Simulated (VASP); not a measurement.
# PIr (F-43m) in VASP: settings compared, part 2 of 2

VASP 6.6.1. The steps go on from the part before.

## Step 3: Single point, PBE+D3(BJ)

File INCAR:

```
ALGO = Normal ; EDIFF = 1E-6
ENCUT = 520 ; GGA = PE
ISIF = 2 ; ISMEAR = 0
IVDW = 12 ; LASPH = T
LCHARG = T ; LELF = T
LREAL = F ; LVHAR = T
LWAVE = F ; NBANDS = 14
NELM = 80 ; PREC = Accurate
SIGMA = 0.05
```

File KPOINTS:

```
k-points
0
Gamma
  12 12 12
```

File POSCAR:

```
PIr
1.0
    0.0000000000      2.6258420330      2.6258420330
    2.6258420330      0.0000000000      2.6258420330
    2.6258420330      2.6258420330      0.0000000000
Ir P
1 1
Direct
    0.0000000000      0.0000000000      0.0000000000
    0.2500000000      0.2500000000      0.2500000000
```

Potentials or basis: VASP PAW PBE potentials, release 64 (Ir, P).

Run with:

```sh
> cat potpaw_PBE.64/Ir/POTCAR potpaw_PBE.64/P/POTCAR > POTCAR
> mpirun -np 1 vasp_std > vasp.out
```

OUTCAR:

```text
EDIFF = 1E-6
   ENCUT = 520
   GGA = PE
   ISIF = 2
   ISMEAR = 0
   IVDW = 12
   LASPH = T
   LREAL = F
   NELM = 80
   PREC = Accurate
 IVDW          = 12

 ion  position               nearest neighbor table
   1  0.000  0.000  0.000-   2 2.27   2 2.27   2 2.27   2 2.27
   2  0.250  0.250  0.250-   1 2.27   1 2.27   1 2.27   1 2.27

  LATTYP: Found a face centered cubic cell.
 ALAT       =     5.2516840660

  Lattice vectors:

 A1 = (   0.0000000000,   2.6258420330,   2.6258420330)
 A2 = (   2.6258420330,   0.0000000000,   2.6258420330)
 A3 = (   2.6258420330,   2.6258420330,   0.0000000000)

Analysis of symmetry for initial positions (statically):
=====================================================================
 Subroutine PRICEL returns:
 Original cell was already a primitive cell.

 Routine SETGRP: Setting up the symmetry group for a
 face centered cubic supercell.

 Subroutine GETGRP returns: Found 24 space group operations
 (whereof 24 operations were pure point group operations)
 out of a pool of 48 trial point group operations.

The static configuration has the point symmetry T_d .

Analysis of symmetry for dynamics (positions and initial velocities):
=====================================================================
 Subroutine PRICEL returns:
 Original cell was already a primitive cell.

 Routine SETGRP: Setting up the symmetry group for a
 face centered cubic supercell.

 Subroutine GETGRP returns: Found 24 space group operations
 (whereof 24 operations were pure point group operations)
 out of a pool of 48 trial point group operations.

The dynamic configuration has the point symmetry T_d .

 Subroutine INISYM returns: Found 24 space group operations
 (whereof 24 operations are pure point group operations),
 and found     1 'primitive' translations

----------------------------------------------------------------------------------------

[... 121 lines left out ...]
   LEPSILON=     F    determine dielectric tensor
   LRPA    =     F    only Hartree local field effects (RPA)
 non-spin polarized calculation
 Gauss-broadening in eV      SIGMA  =   0.05
  energy-cutoff  :      520.00
  volume of cell :       36.21
 maximum number of plane-waves:       992
   NGX = 13   NGY = 13   NGZ = 13

 number of electron      14.0000001 magnetization

 Free energy of the ion-electron system (eV)
  ---------------------------------------------------
  ext. energy  EPLUGINS =         0.00000000
  ---------------------------------------------------
  free energy    TOTEN  =       -15.02317298 eV

  energy without entropy =      -15.02119047  energy(sigma->0) =      -15.02218173

 E-fermi :   6.7929     XC(G=0): -11.0807

 val. band max:        6.7900217444   @ k =  -0.3333   0.3333   0.0833
 cond. band min:       6.8863276973   @ k =  -0.4167   0.3333   0.1667
 fundamental gap:      0.0963059529
 Fermi energy:         6.7928559546

 k-point     1 :       0.0000    0.0000    0.0000
  band No.  band energies     occupation
      1      -6.4229      2.00000
      2       1.0733      2.00000
      3       1.0733      2.00000
      4       1.0733      2.00000
      5       3.9942      2.00000
      6       3.9942      2.00000
      7      10.3781      0.00000
      8      11.8889      0.00000
      9      11.8889      0.00000
     10      11.8889      0.00000
     11      14.2801      0.00000
     12      14.2801      0.00000
     13      14.2801      0.00000
     14      20.0053      0.00000
[... 377 lines left out ...]
      1      -4.7408      2.00000
      2       0.9064      2.00000
      3       1.4006      2.00000
      4       1.7808      2.00000
      5       4.0071      2.00000
      6       4.1894      2.00000
      7       5.0966      2.00000
      8       8.0856      0.00000
      9       8.9868      0.00000
     10      12.5571      0.00000
     11      15.0988      0.00000
     12      16.1186      0.00000
     13      17.9658      0.00000
     14      19.5813      0.00000

 [... further k-points ...]

------------------------ aborting loop because EDIFF is reached ----------------------------------------

 Edisp (eV)   -0.95941

 E8    (eV) :    -0.4121

  FORCE on cell =-STRESS in cart. coord.  units (eV):
  Direction    XX          YY          ZZ          XY          YZ          ZX
  --------------------------------------------------------------------------------------
  -------------------------------------------------------------------------------------
  Total      -0.92902    -0.92902    -0.92902     0.00000     0.00000     0.00000
  in kB     -41.10558   -41.10558   -41.10558     0.00000     0.00000     0.00000
  external pressure =      -41.11 kB  Pullay stress =        0.00 kB

 VOLUME and BASIS-vectors are now :
 -----------------------------------------------------------------------------
  energy-cutoff  :      520.00
  volume of cell :       36.21
      direct lattice vectors                 reciprocal lattice vectors
     0.000000000  2.625842033  2.625842033    -0.190415110  0.190415110  0.190415110
     2.625842033  0.000000000  2.625842033     0.190415110 -0.190415110  0.190415110
     2.625842033  2.625842033  0.000000000     0.190415110  0.190415110 -0.190415110

 POSITION                                       TOTAL-FORCE (eV/Angst)
 -----------------------------------------------------------------------------------
      0.00000      0.00000      0.00000        -0.000000      0.000000      0.000000
      1.31292      1.31292      1.31292         0.000000     -0.000000     -0.000000
 -----------------------------------------------------------------------------------
    total drift:                               -0.000000     -0.000000     -0.000000

  FREE ENERGIE OF THE ION-ELECTRON SYSTEM (eV)
  ---------------------------------------------------
  free  energy   TOTEN  =       -15.9825877990 eV

  energy  without entropy=      -15.9806052896  energy(sigma->0) =      -15.98159654
```

OSZICAR:

```text
N       E                     dE             d eps       ncg     rms          rms(c)
DAV:   1     0.800511516200E+02    0.80051E+02   -0.62241E+03  2040   0.907E+02
DAV:   2    -0.117960538831E+02   -0.91847E+02   -0.79603E+02  2088   0.214E+02
DAV:   3    -0.156493678940E+02   -0.38533E+01   -0.38015E+01  2664   0.486E+01
DAV:   4    -0.157055940364E+02   -0.56226E-01   -0.56191E-01  2316   0.627E+00
DAV:   5    -0.157069470843E+02   -0.13530E-02   -0.13529E-02  2806   0.972E-01    0.154E+01
DAV:   6    -0.151173861539E+02    0.58956E+00   -0.29728E+00  2728   0.183E+01    0.482E+00
DAV:   7    -0.150470293707E+02    0.70357E-01   -0.32534E-01  2582   0.637E+00    0.381E+00
DAV:   8    -0.150229859864E+02    0.24043E-01   -0.25856E-02  2724   0.151E+00    0.259E-01
DAV:   9    -0.150230989152E+02   -0.11293E-03   -0.13819E-03  2672   0.271E-01    0.160E-01
DAV:  10    -0.150231805954E+02   -0.81680E-04   -0.13805E-04  2604   0.812E-02    0.207E-02
DAV:  11    -0.150231722735E+02    0.83219E-05   -0.27083E-05  2888   0.600E-02    0.566E-03
DAV:  12    -0.150231729815E+02   -0.70799E-06   -0.34212E-06  2604   0.115E-02
   1 F= -.15982588E+02 E0= -.15981597E+02  d E =-.198251E-02
```

It took 13 s on 1 thread of Intel Xeon 6975P-C (Granite Rapids), shared host; peak memory 0.19 GiB.

What came out:

- Free energy: -15.9826 eV
- Pressure: -4.1 GPa
- Band gap on the k mesh: zero (band 7 reaches 10.49 eV, above the bottom of band 8 at 6.28 eV)
- Dispersion energy per atom: -0.480 eV

Caveat: spin-orbit coupling is left out, which moves the levels of the heavy elements; pairwise dispersion overbinds metals, which lowers pressure and volume.

## Step 4: Single point, PBEsol

File INCAR:

```
PREC = Accurate
ENCUT = 520
EDIFF = 1E-7
ISMEAR = 0
SIGMA = 0.05
LREAL = F
LASPH = T
NELM = 100
ALGO = Normal
ISIF = 2
LWAVE = F
LCHARG = T
GGA = PS
LELF = T
LVHAR = T
NBANDS = 14
```

File KPOINTS:

```
Automatic mesh
0
Gamma
  12 12 12
```

POSCAR is that of step 3.

Potentials or basis: VASP PAW PBE potentials, release 64 (Ir, P).

Run with:

```sh
> cat potpaw_PBE.64/Ir/POTCAR potpaw_PBE.64/P/POTCAR > POTCAR
> mpirun -np 1 vasp_std > vasp.out
```

OUTCAR:

```text
PREC = Accurate
   ENCUT = 520
   EDIFF = 1E-7
   ISMEAR = 0
   LREAL = F
   LASPH = T
   NELM = 100
   ISIF = 2
   GGA = PS

 ion  position               nearest neighbor table
   1  0.000  0.000  0.000-   2 2.27   2 2.27   2 2.27   2 2.27
   2  0.250  0.250  0.250-   1 2.27   1 2.27   1 2.27   1 2.27

  LATTYP: Found a face centered cubic cell.
 ALAT       =     5.2516840660

  Lattice vectors:

 A1 = (   0.0000000000,   2.6258420330,   2.6258420330)
 A2 = (   2.6258420330,   0.0000000000,   2.6258420330)
 A3 = (   2.6258420330,   2.6258420330,   0.0000000000)

Analysis of symmetry for initial positions (statically):
=====================================================================
 Subroutine PRICEL returns:
 Original cell was already a primitive cell.

 Routine SETGRP: Setting up the symmetry group for a
 face centered cubic supercell.

 Subroutine GETGRP returns: Found 24 space group operations
 (whereof 24 operations were pure point group operations)
 out of a pool of 48 trial point group operations.

The static configuration has the point symmetry T_d .

Analysis of symmetry for dynamics (positions and initial velocities):
[... 177 lines left out ...]
     10      11.7664      0.00000
     11      14.1264      0.00000
     12      14.1264      0.00000
     13      14.1264      0.00000
     14      19.6654      0.00000
[... 377 lines left out ...]
      1      -4.8461      2.00000
      2       0.7450      2.00000
      3       1.2606      2.00000
      4       1.6508      2.00000
      5       3.8623      2.00000
      6       4.0551      2.00000
      7       4.9489      2.00000
      8       7.9450      0.00000
      9       8.8544      0.00000
     10      12.3552      0.00000
     11      14.9493      0.00000
     12      15.9871      0.00000
     13      17.7713      0.00000
     14      19.4198      0.00000

 [... further k-points ...]

------------------------ aborting loop because EDIFF is reached ----------------------------------------

  FORCE on cell =-STRESS in cart. coord.  units (eV):
  Direction    XX          YY          ZZ          XY          YZ          ZX
  --------------------------------------------------------------------------------------
  -------------------------------------------------------------------------------------
  Total       -1.0187939     -1.0187939     -1.0187939      0.0000000      0.0000000      0.0000000
  in kB      -45.0776364    -45.0776364    -45.0776364      0.0000000      0.0000000      0.0000000
  external PRESSURE =     -45.0776364 kB  Pullay stress =       0.0000000 kB

 VOLUME and BASIS-vectors are now :
 -----------------------------------------------------------------------------
  energy-cutoff  :      520.00
  volume of cell :       36.21
      direct lattice vectors                 reciprocal lattice vectors
     0.000000000  2.625842033  2.625842033    -0.190415110  0.190415110  0.190415110
     2.625842033  0.000000000  2.625842033     0.190415110 -0.190415110  0.190415110
     2.625842033  2.625842033  0.000000000     0.190415110  0.190415110 -0.190415110

 POSITION                                       TOTAL-FORCE (eV/Angst)
 -----------------------------------------------------------------------------------
      0.00000      0.00000      0.00000        -0.000000     -0.000000      0.000000
      1.31292      1.31292      1.31292         0.000000      0.000000     -0.000000
 -----------------------------------------------------------------------------------
    total drift:                               -0.000000     -0.000000     -0.000000

  FREE ENERGIE OF THE ION-ELECTRON SYSTEM (eV)
  ---------------------------------------------------
  free  energy   TOTEN  =       -16.2671999902 eV

  energy  without entropy=      -16.2652435999  energy(sigma->0) =      -16.26622180
```

OSZICAR:

```text
N       E                     dE             d eps       ncg     rms          rms(c)
DAV:   1     0.789711531801E+02    0.78971E+02   -0.62116E+03  2032   0.907E+02
DAV:   2    -0.130760204681E+02   -0.92047E+02   -0.79653E+02  2088   0.214E+02
DAV:   3    -0.169306207447E+02   -0.38546E+01   -0.38016E+01  2658   0.486E+01
DAV:   4    -0.169865738433E+02   -0.55953E-01   -0.55920E-01  2310   0.625E+00
DAV:   5    -0.169879084361E+02   -0.13346E-02   -0.13345E-02  2804   0.965E-01    0.155E+01
DAV:   6    -0.163742605647E+02    0.61365E+00   -0.29944E+00  2712   0.185E+01    0.469E+00
DAV:   7    -0.162957488517E+02    0.78512E-01   -0.32030E-01  2618   0.636E+00    0.370E+00
DAV:   8    -0.162671491040E+02    0.28600E-01   -0.30353E-02  2676   0.159E+00    0.293E-01
DAV:   9    -0.162671830014E+02   -0.33897E-04   -0.13549E-03  2628   0.258E-01    0.187E-01
DAV:  10    -0.162672100787E+02   -0.27077E-04   -0.92797E-05  2656   0.773E-02    0.172E-02
DAV:  11    -0.162671997822E+02    0.10296E-04   -0.29146E-05  2772   0.605E-02    0.243E-03
DAV:  12    -0.162672000665E+02   -0.28424E-06   -0.19992E-06  2652   0.869E-03    0.301E-03
DAV:  13    -0.162671999902E+02    0.76295E-07   -0.30819E-08  2016   0.161E-03
   1 F= -.16267200E+02 E0= -.16266222E+02  d E =-.195639E-02
```

Wall time 15 s (1 thread of Intel Xeon 6975P-C (Granite Rapids), shared host); peak memory 0.18 GiB.

What came out:

- Free energy: -16.2672 eV
- Pressure: -4.5 GPa
- Band gap on the k mesh: zero (band 7 reaches 10.29 eV, above the bottom of band 8 at 6.13 eV)

Caveat: the PAW data sets were made with another functional, which shifts forces and pressure a little; spin-orbit coupling is left out, which moves the levels of the heavy elements.

## Step 5: Single point, LDA

File INCAR:

```
SYSTEM = PIr
PREC     = Accurate       ! precision mode
ENCUT    = 520            ! plane-wave cutoff, eV
EDIFF    = 1E-7           ! SCF threshold, eV
ISMEAR   = 0              ! smearing method
SIGMA    = 0.05           ! smearing width, eV
LREAL    = .FALSE.        ! projectors in reciprocal space
LASPH    = .TRUE.         ! aspherical terms in the spheres
NELM     = 80             ! most SCF steps
ALGO     = Normal         ! electronic algorithm
ISIF     = 2              ! what is computed and relaxed
LWAVE    = .FALSE.        ! write WAVECAR
LCHARG   = .FALSE.        ! write CHGCAR
GGA      = CA             ! functional
NBANDS   = 14             ! bands
```

File KPOINTS:

```
Automatic mesh
0
G
  12 12 12
  0 0 0
```

POSCAR is that of step 4.

Potentials or basis: VASP PAW LDA potentials, release 64 (Ir, P).

Run with:

```sh
> cat potpaw_LDA.64/Ir/POTCAR potpaw_LDA.64/P/POTCAR > POTCAR
> mpirun -np 1 vasp_std > vasp.out
```

OUTCAR:

```text
SYSTEM = PIr
   PREC = Accurate
   ENCUT = 520
   EDIFF = 1E-7
   ISMEAR = 0
   LREAL = .FALSE.
   LASPH = .TRUE.
   NELM = 80
   ISIF = 2
   GGA = CA

 ion  position               nearest neighbor table
   1  0.000  0.000  0.000-   2 2.27   2 2.27   2 2.27   2 2.27
   2  0.250  0.250  0.250-   1 2.27   1 2.27   1 2.27   1 2.27

  LATTYP: Found a face centered cubic cell.
 ALAT       =     5.2516840660

  Lattice vectors:

 A1 = (   0.0000000000,   2.6258420330,   2.6258420330)
 A2 = (   2.6258420330,   0.0000000000,   2.6258420330)
 A3 = (   2.6258420330,   2.6258420330,   0.0000000000)
[... 584 lines left out ...]
     10      12.3402      0.00000
     11      14.9482      0.00000
     12      15.9899      0.00000
     13      17.7253      0.00000
     14      19.4189      0.00000

 [... further k-points ...]
[... 5 lines left out ...]
  --------------------------------------------------------------------------------------
  -------------------------------------------------------------------------------------
  Total       -1.6297362     -1.6297362     -1.6297362     -0.0000000     -0.0000000     -0.0000000
  in kB      -72.1094386    -72.1094386    -72.1094386     -0.0000000     -0.0000000     -0.0000000
  external PRESSURE =     -72.1094386 kB  Pullay stress =       0.0000000 kB

 VOLUME and BASIS-vectors are now :
 -----------------------------------------------------------------------------
  energy-cutoff  :      520.00
  volume of cell :       36.21
      direct lattice vectors                 reciprocal lattice vectors
     0.000000000  2.625842033  2.625842033    -0.190415110  0.190415110  0.190415110
     2.625842033  0.000000000  2.625842033     0.190415110 -0.190415110  0.190415110
     2.625842033  2.625842033  0.000000000     0.190415110  0.190415110 -0.190415110

 POSITION                                       TOTAL-FORCE (eV/Angst)
 -----------------------------------------------------------------------------------
      0.00000      0.00000      0.00000        -0.000000     -0.000000     -0.000000
      1.31292      1.31292      1.31292         0.000000      0.000000      0.000000
 -----------------------------------------------------------------------------------
    total drift:                               -0.000000     -0.000000     -0.000000

  FREE ENERGIE OF THE ION-ELECTRON SYSTEM (eV)
  ---------------------------------------------------
  free  energy   TOTEN  =       -17.0502095585 eV

  energy  without entropy=      -17.0482323847  energy(sigma->0) =      -17.04922097
```

stdout:

```text
POSCAR found type information on POSCAR IrP
 POSCAR found :  2 types and       2 ions
 scaLAPACK will be used
 LDA part: xc-table for (Slater(with rela. corr.)+CA(PZ))
 , standard interpolation
 POSCAR, INCAR and KPOINTS ok, starting setup
 FFT: planning ... GRIDC
 FFT: planning ... GRID_SOFT
 FFT: planning ... GRID
 WAVECAR not read
 entering main loop
```

It took 14 s on 1 thread of Intel Xeon 6975P-C (Granite Rapids), shared host; peak memory 0.17 GiB.

Results:

| Property | Result |
| --- | --- |
| Free energy | -17.0502 eV |
| Pressure | -7.2 GPa |
| Band gap on the k mesh | zero (band 7 reaches 10.25 eV, above the bottom of band 8 at 6.10 eV) |

Levels at points of the mesh, in eV from the Fermi level:
| k point | band 4 | band 5 | band 6 | band 7 | band 8 | band 9 | band 10 | band 11 |
| --- | --- | --- | --- | --- | --- | --- | --- | --- |
| (0.00, 0.00, 0.00) | -5.70 | -2.77 | -2.77 | 3.50 | 5.10 | 5.10 | 5.10 | 7.49 |
| (0.50, 0.00, 0.00) | -5.24 | -2.40 | -2.40 | -2.07 | 2.38 | 2.38 | 4.72 | 9.22 |
| (0.50, 0.50, 0.00) | -3.93 | -3.10 | -1.97 | -1.92 | -0.41 | -0.41 | 6.91 | 7.00 |

Caveat: spin-orbit coupling is left out, which moves the levels of the heavy elements.

## Step 6: The runs side by side

| level | potentials or basis | gap on the mesh (eV) | pressure (GPa) |
| --- | --- | --- | --- |
| PBE | VASP PAW PBE potentials, release 64 (Ir, P) | none | 0.3 |
| PBE+D3(BJ) | VASP PAW PBE potentials, release 64 (Ir, P) | none | -4.1 |
| PBEsol | VASP PAW PBE potentials, release 64 (Ir, P) | none | -4.5 |
| LDA | VASP PAW LDA potentials, release 64 (Ir, P) | none | -7.2 |

Alike in all rows: task single point; no spin polarisation; cell as given; k mesh 12 × 12 × 12; cutoff (eV) 520; smearing gaussian 0.05 eV.

Caveats: spin-orbit coupling is left out, which moves the levels of the heavy elements; pairwise dispersion overbinds metals, which lowers pressure and volume (some runs); the PAW data sets were made with another functional, which shifts forces and pressure a little (some runs).

Total energies depend on the potentials used, so only differences within one code and one set of settings carry meaning.
